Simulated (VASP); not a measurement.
# WSe2 (P6_3/mmc) in VASP: a series of runs

WSe2 is run at these levels: PBE+D3(BJ); tasks: single point.

Program: VASP 6.6.1. These are calculated values, not measurements. Logs are shortened: lines on timing, memory, paths and dates and some standing lists are left out, and cuts for length are marked.

**Measured values to compare with.**

“Time-resolved XUV ARPES with tunable 24–33 eV laser pulses at 30 meV resolution”, 2019, pmc:6684652 reports, for a bulk crystal of WSe2: band gap 1.3 eV (indirect).

The runs below are set against these values where they give the same quantity.

## (1) The cell of the first run

It takes space group P6_3/mmc (No. 194, hexagonal). Conventional cell: a = 3.279 Å, b = 3.279 Å, c = 12.789 Å, α = 90.00°, β = 90.00°, γ = 120.00°. W (site symmetry -6m2) has 6 Se at 2.53 Å and 6 W at 3.28 Å within 3.3 Å. Within 3.3 Å of Se (site symmetry 3m) lie 3 W at 2.53 Å and 6 Se at 3.28 Å.

## (2) Single point, PBE+D3(BJ)

The input, INCAR:

```
SYSTEM = WSe2
PREC = Accurate
ENCUT = 520
EDIFF = 1E-7
ISMEAR = 0
SIGMA = 0.02
LREAL = .FALSE.
LASPH = .TRUE.
NELM = 60
ALGO = Normal
ISIF = 2
LWAVE = .FALSE.
LCHARG = .FALSE.
GGA = PE
IVDW = 12
NBANDS = 35
```

The input, KPOINTS:

```
Automatic mesh
0
G
  9 9 2
  0 0 0
```

The input, POSCAR:

```
WSe2
1.0
    3.2790157617      0.0000000000      0.0000000000
   -1.6395078808      2.8397109490      0.0000000000
    0.0000000000      0.0000000000     12.7885058740
W Se
2 4
Direct
    0.3333333333      0.6666666667      0.2500000000
    0.6666666667      0.3333333333      0.7500000000
    0.3333333333      0.6666666667      0.6182884625
    0.6666666667      0.3333333333      0.1182884625
    0.3333333333      0.6666666667      0.8817115375
    0.6666666667      0.3333333333      0.3817115375
```

Potentials or basis: VASP PAW PBE potentials, release 64 (W_sv, Se).

Command:

```bash
$ cat potpaw_PBE.64/W_sv/POTCAR potpaw_PBE.64/Se/POTCAR > POTCAR
$ mpirun -np 1 vasp_std > vasp.out
```

OUTCAR:

```text
SYSTEM = WSe2
   PREC = Accurate
   ENCUT = 520
   EDIFF = 1E-7
   ISMEAR = 0
   LREAL = .FALSE.
   LASPH = .TRUE.
   NELM = 60
   ISIF = 2
   GGA = PE
   IVDW = 12
 IVDW          = 12

 ion  position               nearest neighbor table
   1  0.333  0.667  0.250-   4 2.53   6 2.53   4 2.53   6 2.53   4 2.53   6 2.53
   2  0.667  0.333  0.750-   3 2.53   5 2.53   3 2.53   5 2.53   3 2.53   5 2.53
   3  0.333  0.667  0.618-   2 2.53   2 2.53   2 2.53
   4  0.667  0.333  0.118-   1 2.53   1 2.53   1 2.53
   5  0.333  0.667  0.882-   2 2.53   2 2.53   2 2.53
   6  0.667  0.333  0.382-   1 2.53   1 2.53   1 2.53

  LATTYP: Found a hexagonal cell.
 ALAT       =     3.2790157617
 C/A-ratio  =     3.9001050325

  Lattice vectors:

 A1 = (   3.2790157617,   0.0000000000,   0.0000000000)
 A2 = (  -1.6395078808,   2.8397109490,   0.0000000000)
 A3 = (   0.0000000000,   0.0000000000,  12.7885058740)

Analysis of symmetry for initial positions (statically):
=====================================================================
 Subroutine PRICEL returns:
 Original cell was already a primitive cell.

 Routine SETGRP: Setting up the symmetry group for a
 hexagonal supercell.

 Subroutine GETGRP returns: Found 24 space group operations
 (whereof 12 operations were pure point group operations)
 out of a pool of 24 trial point group operations.

The static configuration has the point symmetry D_3d.
 The point group associated with its full space group is D_6h.

Analysis of symmetry for dynamics (positions and initial velocities):
=====================================================================
 Subroutine PRICEL returns:
 Original cell was already a primitive cell.

 Routine SETGRP: Setting up the symmetry group for a
 hexagonal supercell.

 Subroutine GETGRP returns: Found 24 space group operations
 (whereof 12 operations were pure point group operations)
 out of a pool of 24 trial point group operations.

The dynamic configuration has the point symmetry D_3d.
 The point group associated with its full space group is D_6h.

 Subroutine INISYM returns: Found 24 space group operations
 (whereof 12 operations are pure point group operations),
 and found     1 'primitive' translations

----------------------------------------------------------------------------------------

                                     Primitive cell

  volume of cell :     119.0796

  direct lattice vectors                    reciprocal lattice vectors
     3.279015762  0.000000000  0.000000000     0.304969562  0.176074259  0.000000000
    -1.639507881  2.839710949  0.000000000     0.000000000  0.352148517  0.000000000
     0.000000000  0.000000000 12.788505874     0.000000000  0.000000000  0.078195218

  length of vectors
     3.279015762  3.279015762 12.788505874     0.352148517  0.352148517  0.078195218

  position of ions in fractional coordinates (direct lattice)
     0.333333333  0.666666667  0.250000000
     0.666666667  0.333333333  0.750000000
     0.333333333  0.666666667  0.618288462
     0.666666667  0.333333333  0.118288462
     0.333333333  0.666666667  0.881711538
     0.666666667  0.333333333  0.381711538

  ion indices of the primitive-cell ions
   primitive index   ion index
                 1           1
                 2           2
                 3           3
                 4           4
                 5           5
                 6           6

----------------------------------------------------------------------------------------

 KPOINTS: Automatic mesh

Automatic generation of k-mesh.
 Grid dimensions read from file:
 generate k-points for:    9    9    2

 Generating k-lattice:

  Cartesian coordinates                     Fractional coordinates (reciprocal lattice)
     0.033885507  0.019563807  0.000000000     0.111111111 -0.000000000  0.000000000
     0.000000000  0.039127613  0.000000000     0.000000000  0.111111111  0.000000000
     0.000000000  0.000000000  0.039097609     0.000000000  0.000000000  0.500000000

  Length of vectors
     0.039127613  0.039127613  0.039097609

  Shift w.r.t. Gamma in fractional coordinates (k-lattice)
     0.000000000  0.000000000  0.000000000

 Subroutine IBZKPT returns following result:
 ===========================================

 Found     24 irreducible k-points:

 Following reciprocal coordinates:
            Coordinates               Weight
  0.000000  0.000000  0.000000      1.000000
  0.111111 -0.000000  0.000000      6.000000
  0.222222  0.000000  0.000000      6.000000
  0.333333  0.000000  0.000000      6.000000
  0.444444  0.000000  0.000000      6.000000
  0.111111  0.111111  0.000000      6.000000
[... 16 lines left out ...]
  0.333333  0.222222  0.500000     12.000000
  0.333333  0.333333  0.500000      2.000000
   k-points           NKPTS =     24   k-points in BZ     NKDIM =     24   number of bands    NBANDS=     35
   number of dos      NEDOS =    301   number of ions     NIONS =      6
   total plane-waves  NPLWV =  55296
   dimension x,y,z NGX =    24 NGY =   24 NGZ =   96
   dimension x,y,z NGXF=    48 NGYF=   48 NGZF=  192
   ions per type =               2   4
   NGX,Y,Z   is equivalent  to a cutoff of  12.17, 12.17, 12.48 a.u.
   NGXF,Y,Z  is equivalent  to a cutoff of  24.34, 24.34, 24.96 a.u.
 SYSTEM =  WSe2
   PREC   = accura    normal or accurate (medium, high low for compatibility)
   ISTART =      0    job   : 0-new  1-cont  2-samecut
   ICHARG =      2    charge: 1-file 2-atom 10-const
   ISPIN  =      1    spin polarized calculation?
   LNONCOLLINEAR =      F non collinear calculations
   LSORBIT =      F    spin-orbit coupling
   LASPH  =      T    aspherical Exc in radial PAW
   ENCUT  =  520.0 eV  38.22 Ry    6.18 a.u.   6.10  6.10 23.78*2*pi/ulx,y,z
   NELM   =     60;   NELMIN=  2; NELMDL= -5     # of ELM steps
   EDIFF  = 0.1E-06   stopping-criterion for ELM
   LREAL  =      F    real-space projection
   EDIFFG = 0.1E-05   stopping-criterion for IOM
   NSW    =      0    number of steps for IOM
   IBRION =     -1    ionic relax: 0-MD 1-quasi-New 2-CG
   NFREE  =      0    steps in history (QN), initial steepest desc. (CG)
   ISIF   =      2    stress and relaxation
   ISYM   =      2    0-nonsym 1-usesym 2-fastsym
   POTIM  = 0.5000    time-step for ionic-motion
   TEBEG  =    0.0;   TEEND  =   0.0 temperature during run
   PSTRESS=    0.0 pullay stress
   NELECT =      52.0000    total number of electrons
   NUPDOWN=      -1.0000    fix difference up-down
   EMIN   =  10.00;   EMAX   =-10.00  energy-range for DOS
   EFERMI =   0.00;   METHOD = LEGACY
   ISMEAR =     0;   SIGMA  =   0.02  broadening in eV -4-tet -1-fermi 0-gaus
   EFERMI_NEDOS =   21; number of points for ismear=-14 and -15
   IALGO  =     38    algorithm
   IMIX   =      4    mixing-type and parameters
     AMIX     =   0.40;   BMIX     =  1.00
     AMIX_MAG =   1.60;   BMIX_MAG =  1.00
  volume/ion in A,a.u.               =      19.85       133.93
  Fermi-wavevector in a.u.,A,eV,Ry     =   1.242024  2.347086 20.988682  1.542625
  Thomas-Fermi vector in A             =   2.376397
   LORBIT       =      0    0 simple, 1 ext, 2 COOP (PROOUT), +10 PAW based schemes
   GGA     = PE    functional components
   LHFCALC =     F    Hartree Fock is set to
   AEXX    =    0.0000 exact exchange contribution
   IVDW    =    12    specifies the selected vdW correction
   LEPSILON=     F    determine dielectric tensor
   LRPA    =     F    only Hartree local field effects (RPA)
 non-spin polarized calculation
 Gauss-broadening in eV      SIGMA  =   0.02
  energy-cutoff  :      520.00
  volume of cell :      119.08
 maximum number of plane-waves:      3246
   NGX = 13   NGY = 13   NGZ = 47

 number of electron      51.9999988 magnetization

 Free energy of the ion-electron system (eV)
  ---------------------------------------------------
  ext. energy  EPLUGINS =         0.00000000
  ---------------------------------------------------
  free energy    TOTEN  =       -43.07748381 eV

  energy without entropy =      -43.07748381  energy(sigma->0) =      -43.07748381

 E-fermi :   6.7113     XC(G=0): -10.8975

 val. band max:        6.5243630452   @ k =   0.0000   0.0000   0.0000
 cond. band min:       7.5169042332   @ k =   0.2222   0.1111   0.0000
 fundamental gap:      0.9925411880
 Fermi energy:         6.7112560789

 k-point     1 :       0.0000    0.0000    0.0000
  band No.  band energies     occupation
      1     -67.8188      2.00000
      2     -67.8187      2.00000
      3     -32.0696      2.00000
      4     -32.0695      2.00000
      5     -31.9323      2.00000
      6     -31.9323      2.00000
[... 27 lines left out ...]
     34       9.4662      0.00000
     35      11.0791      0.00000

 k-point     2 :       0.1111   -0.0000    0.0000
  band No.  band energies     occupation
      1     -67.8175      2.00000
      2     -67.8175      2.00000
      3     -32.0642      2.00000
      4     -32.0641      2.00000
      5     -31.9608      2.00000
      6     -31.9608      2.00000
[... 27 lines left out ...]
     34       9.5663      0.00000
     35      12.0347      0.00000

 k-point     3 :       0.2222    0.0000    0.0000
  band No.  band energies     occupation
      1     -67.8143      2.00000
      2     -67.8143      2.00000
      3     -32.0504      2.00000
      4     -32.0504      2.00000
      5     -32.0321      2.00000
      6     -32.0321      2.00000
[... 27 lines left out ...]
     34      10.2097      0.00000
     35      12.8746      0.00000
[... 723 lines left out ...]
 k-point    23 :       0.3333    0.2222    0.5000
  band No.  band energies     occupation
      1     -67.8073      2.00000
      2     -67.8073      2.00000
      3     -32.1354      2.00000
      4     -32.1354      2.00000
      5     -32.0450      2.00000
      6     -32.0450      2.00000
[... 27 lines left out ...]
     34      10.7667      0.00000
     35      12.1911      0.00000

 k-point    24 :       0.3333    0.3333    0.5000
  band No.  band energies     occupation
      1     -67.8067      2.00000
      2     -67.8067      2.00000
      3     -32.1109      2.00000
      4     -32.1109      2.00000
      5     -32.0869      2.00000
      6     -32.0869      2.00000
[... 27 lines left out ...]
     34      10.8494      0.00000
     35      12.7443      0.00000

------------------------ aborting loop because EDIFF is reached ----------------------------------------

 Edisp (eV)   -2.85288

 E8    (eV) :    -1.2725

  FORCE on cell =-STRESS in cart. coord.  units (eV):
  Direction    XX          YY          ZZ          XY          YZ          ZX
  --------------------------------------------------------------------------------------
  -------------------------------------------------------------------------------------
  Total       0.20635     0.20635     0.29957     0.00000     0.00000     0.00000
  in kB       2.77644     2.77644     4.03064     0.00000     0.00000     0.00000
  external pressure =        3.19 kB  Pullay stress =        0.00 kB

 VOLUME and BASIS-vectors are now :
 -----------------------------------------------------------------------------
  energy-cutoff  :      520.00
  volume of cell :      119.08
      direct lattice vectors                 reciprocal lattice vectors
     3.279015762  0.000000000  0.000000000     0.304969562  0.176074259  0.000000000
    -1.639507881  2.839710949  0.000000000     0.000000000  0.352148517  0.000000000
     0.000000000  0.000000000 12.788505874     0.000000000  0.000000000  0.078195218

 POSITION                                       TOTAL-FORCE (eV/Angst)
 -----------------------------------------------------------------------------------
     -0.00000      1.89314      3.19713        -0.000000      0.000000      0.000000
      1.63951      0.94657      9.59138         0.000000      0.000000      0.000000
     -0.00000      1.89314      7.90699         0.000000      0.000000     -0.046647
      1.63951      0.94657      1.51273         0.000000     -0.000000     -0.046647
     -0.00000      1.89314     11.27577         0.000000      0.000000      0.046647
      1.63951      0.94657      4.88152        -0.000000     -0.000000      0.046647
 -----------------------------------------------------------------------------------
    total drift:                               -0.000000      0.000000     -0.000000

  FREE ENERGIE OF THE ION-ELECTRON SYSTEM (eV)
  ---------------------------------------------------
  free  energy   TOTEN  =       -45.9303662031 eV

  energy  without entropy=      -45.9303662031  energy(sigma->0) =      -45.93036620
```

Run time: 89 s. Hardware: 1 thread of AMD EPYC 7R43 (Zen 3), shared host; peak memory 0.23 GiB.

What came out:

```
Free energy                : -45.9304 eV
Pressure                   : 0.3 GPa
Largest force              : 0.047 eV/Å
Band gap on the k mesh     : 0.99 eV, indirect (least direct gap 1.56 eV)
Dispersion energy per atom : -0.475 eV
```

Forces in eV/Å, atoms in the order of the input:
```
W    0.000  0.000  0.000
W    0.000  0.000  0.000
Se   0.000  0.000 -0.047
Se   0.000  0.000 -0.047
Se   0.000  0.000  0.047
Se   0.000  0.000  0.047
```

Stress tensor (GPa, compression positive):
```
0.28 0.00 0.00
0.00 0.28 0.00
0.00 0.00 0.40
```

Levels at points of the mesh, in eV from the valence-band top:
```
           k point  band 23  band 24  band 25  band 26  band 27  band 28  band 29  band 30
(0.00, 0.00, 0.00)    -1.46    -1.20    -0.96     0.00     2.63     2.63     2.68     2.68
(0.00, 0.00, 0.50)    -1.50    -1.50    -0.20    -0.20     2.63     2.63     2.63     2.63
```

Caveat: spin-orbit coupling is left out, which moves the levels of the heavy elements.

## (3) Single point, PBE+D3(BJ)

This run uses another cell than the first one, of 20.26 Å³/atom, 1.021 times its volume.

The input, INCAR:

```
SYSTEM = WSe2
PREC = Accurate ; ENCUT = 520
EDIFF = 1E-6 ; ISMEAR = 0
SIGMA = 0.1 ; LREAL = .False.
LASPH = .True. ; NELM = 60
ALGO = Normal ; ISIF = 2
LWAVE = .False. ; LCHARG = .False.
GGA = PE ; IVDW = 12
NBANDS = 35
```

The input, KPOINTS:

```
Automatic mesh
0
Gamma
  6 6 2
  0 0 0
```

The input, POSCAR:

```
WSe2
1.0
    3.2900000000      0.0000000000      0.0000000000
   -1.6450000000      2.8492235785      0.0000000000
    0.0000000000      0.0000000000     12.9700000000
W Se
2 4
Direct
    0.3333333333      0.6666666667      0.2500000000
    0.6666666667      0.3333333333      0.7500000000
    0.3333333333      0.6666666667      0.6210000000
    0.6666666667      0.3333333333      0.1210000000
    0.3333333333      0.6666666667      0.8790000000
    0.6666666667      0.3333333333      0.3790000000
```

Potentials or basis: VASP PAW PBE potentials, release 64 (W_sv, Se).

Command:

```bash
$ cat potpaw_PBE.64/W_sv/POTCAR potpaw_PBE.64/Se/POTCAR > POTCAR
$ mpirun -np 1 vasp_std > vasp.out
```

Wall time 42 s (1 thread of Intel Xeon Platinum 8488C (Sapphire Rapids), shared host); peak memory 0.24 GiB.

Results (log left out):

```
Free energy                : -45.9167 eV
Pressure                   : 0.2 GPa
Largest force              : 0.225 eV/Å
Band gap on the k mesh     : 0.97 eV, indirect (least direct gap 1.52 eV)
Dispersion energy per atom : -0.465 eV
```

Forces in eV/Å, atoms in the order of the input:
```
W    0.000  0.000  0.000
W    0.000  0.000  0.000
Se   0.000  0.000 -0.225
Se   0.000  0.000 -0.225
Se   0.000  0.000  0.225
Se   0.000  0.000  0.225
```

Stress tensor (GPa, compression positive):
```
-0.10  0.00  0.00
 0.00 -0.10  0.00
 0.00  0.00  0.91
```

Levels at points of the mesh, in eV from the valence-band top:
| k point | band 22 | band 23 | band 24 | band 25 | band 26 | band 27 | band 28 | band 29 | band 30 | band 31 |
| --- | --- | --- | --- | --- | --- | --- | --- | --- | --- | --- |
| (0.00, 0.00, 0.00) | -1.51 | -1.51 | -1.11 | -1.07 | 0.00 | 2.63 | 2.63 | 2.69 | 2.69 | 2.73 |
| (0.50, 0.00, 0.00) | -2.41 | -1.44 | -1.37 | -1.28 | -1.12 | 2.12 | 2.16 | 2.31 | 2.65 | 2.97 |
| (0.00, 0.00, 0.50) | -1.53 | -1.53 | -1.53 | -0.22 | -0.22 | 2.64 | 2.64 | 2.64 | 2.64 | 2.86 |
| (0.50, 0.00, 0.50) | -2.55 | -1.34 | -1.34 | -1.24 | -1.24 | 2.14 | 2.14 | 2.51 | 2.51 | 3.36 |

Caveat: spin-orbit coupling is left out, which moves the levels of the heavy elements.

## (4) Single point, PBE+D3(BJ)

The input, INCAR:

```
SYSTEM = WSe2
PREC = Accurate
ENCUT = 520
EDIFF = 1E-7
ISMEAR = 0
SIGMA = 0.02
LREAL = .FALSE.
LASPH = .TRUE.
NELM = 60
ALGO = Normal
ISIF = 2
LWAVE = .FALSE.
LCHARG = .FALSE.
GGA = PE
IVDW = 12
NBANDS = 35
```

The input, KPOINTS:

```
Automatic mesh
0
G
  9 9 2
  0 0 0
```

The input, POSCAR:

```
WSe2
1.0
    3.2790157229      0.0000000000      0.0000000000
   -1.6395078614      2.8397109154      0.0000000000
    0.0000000000      0.0000000000     12.7885054381
W Se
2 4
Direct
    0.3333333333      0.6666666667      0.2500000000
    0.6666666667      0.3333333333      0.7500000000
    0.3333333333      0.6666666667      0.6182884592
    0.6666666667      0.3333333333      0.1182884592
    0.3333333333      0.6666666667      0.8817115408
    0.6666666667      0.3333333333      0.3817115408
```

Command:

```bash
$ cat potpaw_PBE.64/W_sv/POTCAR potpaw_PBE.64/Se/POTCAR > POTCAR
$ mpirun -np 1 vasp_std > vasp.out
```

Wall time 67 s (1 thread of Intel Xeon Platinum 8488C (Sapphire Rapids), shared host); peak memory 0.27 GiB.

The run converged. Its results:

| Item | Value |
| --- | --- |
| Free energy | -45.9304 eV |
| Pressure | 0.3 GPa |
| Largest force | 0.047 eV/Å |
| Band gap on the k mesh | 0.99 eV, indirect (least direct gap 1.56 eV) |
| Dispersion energy per atom | -0.475 eV |

Forces in eV/Å, atoms in the order of the input:
```
W    0.000  0.000  0.000
W    0.000  0.000  0.000
Se   0.000  0.000 -0.047
Se   0.000  0.000 -0.047
Se   0.000  0.000  0.047
Se   0.000  0.000  0.047
```

Stress tensor (GPa, compression positive):
```
0.28 0.00 0.00
0.00 0.28 0.00
0.00 0.00 0.40
```

Levels at points of the mesh, in eV from the valence-band top:
| k point | band 24 | band 25 | band 26 | band 27 | band 28 | band 29 |
| --- | --- | --- | --- | --- | --- | --- |
| (0.00, 0.00, 0.00) | -1.20 | -0.96 | 0.00 | 2.63 | 2.63 | 2.68 |
| (0.00, 0.00, 0.50) | -1.50 | -0.20 | -0.20 | 2.63 | 2.63 | 2.63 |

Caveat: spin-orbit coupling is left out, which moves the levels of the heavy elements.

[end of part 1 of 2]
